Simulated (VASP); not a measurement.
# Ni (P6_3/mmc) in VASP: a series of runs

Ni is run at these levels: r2SCAN; tasks: single point.

Everything below comes from runs of VASP 6.6.1. Logs are shortened: lines on timing, memory, paths and dates and some standing lists are left out, and cuts for length are marked.

### 1 The cell of the first run

The structure is hexagonal, space group P6_3/mmc (No. 194). The conventional cell has a = 2.449 Å, b = 2.449 Å, c = 4.066 Å, α = 90.00°, β = 90.00°, γ = 120.00°. Within 3.2 Å of Ni (site symmetry -6m2) lie 12 Ni at 2.45 to 2.48 Å.

### 2 Single point, r2SCAN, collinear spin, ferromagnetic start

The input, POSCAR:

```
Ni
1.0
    2.4489784454      0.0000000000      0.0000000000
   -1.2244892227      2.1208775470      0.0000000000
    0.0000000000      0.0000000000      4.0657612130
Ni
2
Direct
    0.3333333333      0.6666666667      0.2500000000
    0.6666666667      0.3333333333      0.7500000000
```

The input, INCAR.step1:

```
PREC     = Accurate       # precision mode
ENCUT    = 520            # plane-wave cutoff, eV
ISMEAR   = -1             # smearing method
SIGMA    = 0.1            # smearing width, eV
LREAL    = False          # projectors in reciprocal space
LASPH    = True           # aspherical terms in the spheres
NELM     = 150            # most SCF steps
ISPIN    = 2              # spin polarisation
MAGMOM   = 0.767 0.767    # initial moments
LMAXMIX  = 4              # l up to which the mixer works
NBANDS   = 21             # bands
GGA      = PE             # functional
ALGO     = Normal         # electronic algorithm
EDIFF    = 1E-4           # SCF threshold, eV
LWAVE    = True           # write WAVECAR
LCHARG   = False          # write CHGCAR
```

The input, INCAR.step2:

```
PREC     = Accurate       # precision mode
ENCUT    = 520            # plane-wave cutoff, eV
EDIFF    = 1E-6           # SCF threshold, eV
ISMEAR   = -1             # smearing method
SIGMA    = 0.1            # smearing width, eV
LREAL    = False          # projectors in reciprocal space
LASPH    = True           # aspherical terms in the spheres
NELM     = 150            # most SCF steps
ALGO     = Normal         # electronic algorithm
ISIF     = 2              # what is computed and relaxed
LWAVE    = False          # write WAVECAR
LCHARG   = False          # write CHGCAR
ISPIN    = 2              # spin polarisation
MAGMOM   = 0.767 0.767    # initial moments
LORBIT   = 11             # projections on sites
LMAXMIX  = 4              # l up to which the mixer works
METAGGA  = R2SCAN         # meta-GGA
LMIXTAU  = True         
NBANDS   = 21             # bands
ISTART   = 1
```

The input, KPOINTS:

```
regular mesh
0
Gamma
  8 8 4
```

Potentials or basis: VASP PAW PBE potentials, release 64 (Ni).

Started as:

```bash
cat potpaw_PBE.64/Ni/POTCAR > POTCAR
cp INCAR.step1 INCAR
mpirun -np 1 vasp_std > vasp.out
cp INCAR.step2 INCAR
mpirun -np 1 vasp_std > vasp.out
```

OUTCAR:

```text
PREC = Accurate
   ENCUT = 520
   EDIFF = 1E-6
   ISMEAR = -1
   LREAL = False
   LASPH = True
   NELM = 150
   ISIF = 2
   ISPIN = 2
   LORBIT = 11
   METAGGA = R2SCAN
   ISTART = 1

 ion  position               nearest neighbor table
   1  0.333  0.667  0.250-   2 2.48   2 2.48   2 2.48   2 2.48   2 2.48   2 2.48
   2  0.667  0.333  0.750-   1 2.48   1 2.48   1 2.48   1 2.48   1 2.48   1 2.48

  LATTYP: Found a hexagonal cell.
 ALAT       =     2.4489784454
 C/A-ratio  =     1.6601866058

  Lattice vectors:

 A1 = (   2.4489784454,   0.0000000000,   0.0000000000)
 A2 = (  -1.2244892227,   2.1208775470,   0.0000000000)
 A3 = (   0.0000000000,   0.0000000000,   4.0657612130)

Analysis of symmetry for initial positions (statically):
=====================================================================
 Subroutine PRICEL returns:
 Original cell was already a primitive cell.

 Routine SETGRP: Setting up the symmetry group for a
 hexagonal supercell.

 Subroutine GETGRP returns: Found 24 space group operations
 (whereof 12 operations were pure point group operations)
 out of a pool of 24 trial point group operations.

The static configuration has the point symmetry D_3d.
 The point group associated with its full space group is D_6h.

Analysis of symmetry for dynamics (positions and initial velocities):
=====================================================================
 Subroutine PRICEL returns:
 Original cell was already a primitive cell.

 Routine SETGRP: Setting up the symmetry group for a
 hexagonal supercell.

 Subroutine GETGRP returns: Found 24 space group operations
 (whereof 12 operations were pure point group operations)
 out of a pool of 24 trial point group operations.

The dynamic configuration has the point symmetry D_3d.
 The point group associated with its full space group is D_6h.

Analysis of structural, dynamic, and magnetic symmetry:
=====================================================================
 Subroutine PRICEL returns:
 Original cell was already a primitive cell.

 Routine SETGRP: Setting up the symmetry group for a
 hexagonal supercell.

 Subroutine GETGRP returns: Found 24 space group operations
 (whereof 12 operations were pure point group operations)
 out of a pool of 24 trial point group operations.

The overall configuration has the point symmetry D_3d.
 The point group associated with its full space group is D_6h.

[... 109 lines left out ...]
   NELECT =      20.0000    total number of electrons
   NUPDOWN=      -1.0000    fix difference up-down
   EMIN   =  10.00;   EMAX   =-10.00  energy-range for DOS
   EFERMI =   0.00;   METHOD = LEGACY
   ISMEAR =    -1;   SIGMA  =   0.10  broadening in eV -4-tet -1-fermi 0-gaus
   EFERMI_NEDOS =   21; number of points for ismear=-14 and -15
   IALGO  =     38    algorithm
   IMIX   =      4    mixing-type and parameters
     AMIX     =   0.40;   BMIX     =  1.00
     AMIX_MAG =   1.60;   BMIX_MAG =  1.00
  volume/ion in A,a.u.               =      10.56        71.25
  Fermi-wavevector in a.u.,A,eV,Ry     =   1.607696  3.038106 35.166808  2.584687
  Thomas-Fermi vector in A             =   2.703684
   LORBIT       =     11    0 simple, 1 ext, 2 COOP (PROOUT), +10 PAW based schemes
   METAGGA = R2SCAN    functional components
   LHFCALC =     F    Hartree Fock is set to
   AEXX    =    0.0000 exact exchange contribution
   IVDW    =     0    specifies the selected vdW correction
   LEPSILON=     F    determine dielectric tensor
   LRPA    =     F    only Hartree local field effects (RPA)
 spin polarized calculation
  energy-cutoff  :      520.00
  volume of cell :       21.12
 maximum number of plane-waves:       592
   NGX =  9   NGY =  9   NGZ = 15

 number of electron      19.9999994 magnetization       1.4185653

 Free energy of the ion-electron system (eV)
  ---------------------------------------------------
  ext. energy  EPLUGINS =         0.00000000
  ---------------------------------------------------
  free energy    TOTEN  =       -23.85903883 eV

  energy without entropy =      -23.74912004  energy(sigma->0) =      -23.80407943

 E-fermi :   9.7310     XC(G=0): -14.5866

 val. band max:        9.7271565775   @ k =   0.3750   0.1250   0.2500
 cond. band min:       9.7403488409   @ k =   0.3750   0.2500   0.2500
 fundamental gap:      0.0131922634
 Fermi energy:         9.7309718042

 spin component 1

 k-point     1 :       0.0000    0.0000    0.0000
  band No.  band energies     occupation
      1       0.1189      1.00000
      2       4.3073      1.00000
      3       6.7115      1.00000
      4       6.8945      1.00000
      5       6.8947      1.00000
      6       7.1590      1.00000
[... 565 lines left out ...]
     20      32.7983      0.00000
     21      38.8685      0.00000

 [... further k-points ...]

 spin component 2

 k-point     1 :       0.0000    0.0000    0.0000
  band No.  band energies     occupation
      1      -0.1168      1.00000
      2       4.9440      1.00000
      3       7.9825      1.00000
      4       7.9826      1.00000
      5       7.9900      1.00000
      6       8.2780      1.00000
[... 565 lines left out ...]
     20      32.9290      0.00000
     21      39.1600      0.00000

 [... further k-points ...]
[... 5 lines left out ...]
  --------------------------------------------------------------------------------------
  -------------------------------------------------------------------------------------
  Total        0.0508723      0.0508723     -0.0434213      0.0000000      0.0000000      0.0000000
  in kB        3.8596645      3.8596645     -3.2943611      0.0000000      0.0000000      0.0000000
  external PRESSURE =       1.4749893 kB  Pullay stress =       0.0000000 kB

 VOLUME and BASIS-vectors are now :
 -----------------------------------------------------------------------------
  energy-cutoff  :      520.00
  volume of cell :       21.12
      direct lattice vectors                 reciprocal lattice vectors
     2.448978445  0.000000000  0.000000000     0.408333524  0.235751470  0.000000000
    -1.224489223  2.120877547  0.000000000     0.000000000  0.471502941  0.000000000
     0.000000000  0.000000000  4.065761213     0.000000000  0.000000000  0.245956402

 POSITION                                       TOTAL-FORCE (eV/Angst)
 -----------------------------------------------------------------------------------
     -0.00000      1.41392      1.01644         0.000000     -0.000000      0.000000
      1.22449      0.70696      3.04932        -0.000000      0.000000      0.000000
 -----------------------------------------------------------------------------------
    total drift:                                0.000000     -0.000000     -0.000000

  FREE ENERGIE OF THE ION-ELECTRON SYSTEM (eV)
  ---------------------------------------------------
  free  energy   TOTEN  =       -23.8590388284 eV

  energy  without entropy=      -23.7491200392  energy(sigma->0) =      -23.80407943

 total charge

# of ion       s       p       d       tot
------------------------------------------
    1        0.525   0.543   8.334   9.402
    2        0.525   0.543   8.334   9.402
--------------------------------------------------
tot          1.049   1.087  16.668  18.804

 magnetization (x)

# of ion       s       p       d       tot
------------------------------------------
    1       -0.007  -0.041   0.776   0.728
    2       -0.007  -0.041   0.776   0.728
--------------------------------------------------
tot         -0.013  -0.082   1.551   1.456
```

OUTCAR.step1:

```text
PREC = Accurate
   ENCUT = 520
   ISMEAR = -1
   LREAL = False
   LASPH = True
[... 1397 lines left out ...]
     -0.00000      1.41392      1.01644         0.000000     -0.000000      0.000000
      1.22449      0.70696      3.04932        -0.000000      0.000000      0.000000
 -----------------------------------------------------------------------------------
    total drift:                                0.000000     -0.000000     -0.000000

  FREE ENERGIE OF THE ION-ELECTRON SYSTEM (eV)
  ---------------------------------------------------
  free  energy   TOTEN  =       -10.9392217062 eV

  energy  without entropy=      -10.8177295984  energy(sigma->0) =      -10.87847565
```

OSZICAR.step1:

```text
N       E                     dE             d eps       ncg     rms          rms(c)
DAV:   1     0.944474133588E+02    0.94447E+02   -0.89684E+03  2720   0.136E+03
DAV:   2    -0.740640130565E+01   -0.10185E+03   -0.94019E+02  2535   0.233E+02
DAV:   3    -0.129178487558E+02   -0.55114E+01   -0.52569E+01  2862   0.614E+01
DAV:   4    -0.129858086284E+02   -0.67960E-01   -0.67903E-01  2889   0.642E+00
DAV:   5    -0.129875957119E+02   -0.17871E-02   -0.17870E-02  2905   0.102E+00    0.145E+01
DAV:   6    -0.115577328364E+02    0.14299E+01   -0.68546E+00  3022   0.566E+01    0.827E+00
DAV:   7    -0.109763252561E+02    0.58141E+00   -0.13851E+00  2986   0.226E+01    0.286E+00
DAV:   8    -0.109447788239E+02    0.31546E-01   -0.11246E-02  3587   0.141E+00    0.136E+00
DAV:   9    -0.109403256875E+02    0.44531E-02   -0.55490E-04  3484   0.299E-01    0.381E-01
DAV:  10    -0.109392115718E+02    0.11141E-02   -0.14648E-04  2270   0.181E-01    0.425E-02
DAV:  11    -0.109392217062E+02   -0.10134E-04   -0.67644E-05  1672   0.828E-02
   1 F= -.10939222E+02 E0= -.10878476E+02  d E =-.121492E+00  mag=     1.2379
```

It took 72 s on 1 thread of AMD EPYC 9R45 (Zen 5), shared host; peak memory 0.12 GiB.

Results:

| Property | Result |
| --- | --- |
| Free energy | -23.8590 eV |
| Pressure | 0.1 GPa |
| Net moment | 1.42 μB per cell |
| Site moments | Ni +0.73 μB |
| Valence electrons inside the program's atomic spheres | Ni 9.40 |

Stress tensor (GPa, compression positive):
```
 0.39  0.00  0.00
 0.00  0.39  0.00
 0.00  0.00 -0.33
```

Levels at points of the mesh, in eV from the Fermi level:
Spin up:
```
           k point  band 7  band 8  band 9  band 10  band 11  band 12  band 13  band 14  band 15  band 16
(0.00, 0.00, 0.00)   -2.57   -2.01   -2.01    -1.06    -1.06    -0.62     5.65    23.86    26.24    26.24
(0.50, 0.00, 0.00)   -2.55   -1.01   -0.90    -0.89     1.00     3.10     9.71    10.37    12.78    13.97
(0.00, 0.00, 0.50)   -2.86   -2.86   -1.37    -1.37    -1.37    -1.37    14.69    14.69    24.63    24.63
(0.50, 0.00, 0.50)   -1.40   -1.40   -0.94    -0.94     1.42     1.42     7.14     7.14    19.45    19.45
```
Spin down:
```tsv
k point	band 5	band 6	band 7	band 8	band 9	band 10	band 11	band 12	band 13	band 14
(0.00, 0.00, 0.00)	-1.74	-1.45	-1.45	-1.10	-1.10	-0.82	-0.09	-0.09	6.35	23.72
(0.50, 0.00, 0.00)	-2.00	-1.93	-1.37	0.09	0.24	0.37	1.78	3.67	9.83	10.54
(0.00, 0.00, 0.50)	-1.80	-1.80	-1.80	-1.80	-0.38	-0.38	-0.38	-0.38	14.93	14.93
(0.50, 0.00, 0.50)	-1.03	-1.03	-0.37	-0.37	0.32	0.32	1.56	1.56	7.61	7.61
```

Caveat: the k points lie up to 0.39 Å⁻¹ apart; the PAW data sets were made with another functional, which shifts forces and pressure a little.

(Continued in part 2 of 2.)
